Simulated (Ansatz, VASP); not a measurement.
**NbTe2Mo3 in VASP and in Ansatz**

```
Nb Te Mo
1.0
     3.21172    0.00000    0.00000
    -1.60586    2.78143    0.00000
     0.00000    0.00000   12.71033
Nb Te Mo
1 2 3
Cartesian
  0.0000 0.0000 0.0000
  0.0000 1.8543 10.4939
  0.0000 1.8543 2.2165
  1.6059 0.9271 8.2650
  0.0000 0.0000 6.3552
  1.6059 0.9271 4.4453
```

Alike in both runs: functional PBE; k mesh 6 × 6 × 1; occupations gaussian, width 0.2 eV; no spin polarisation.

Ansatz relaxed the structure, and its values are those at the end. VASP's run is a single point on that final structure, the one shown.

|  | VASP | Ansatz |
| --- | --- | --- |
| version | VASP 6.6.1 | Ansatz 0.2.0 |
| potentials or method | VASP PAW PBE potentials, release 64 (Nb_sv, Te, Mo_sv), cutoff 500 eV | scalar-relativistic, plane waves, PAW |
| valence electrons in the cell | 67 | 87 |

```csv
,VASP,Ansatz,Ansatz less VASP
gap on the k mesh at the Fermi level (eV),none,none,-
pressure (GPa),0.2,0.2,-0.04
rms of the force components (eV/Å),0.007,0.015,+0.0081
```

A gap of «none» marks a metal or a gap that the smearing closes. With one functional, cell and mesh, what is left measures potentials, basis and numerics. VASP's potentials hold 67 valence electrons a cell and Ansatz's 87, so a difference there can come from the potentials and not from the codes.

The k mesh is coarse, so the values compare programs but aren't converged. Spin-orbit coupling is off throughout.
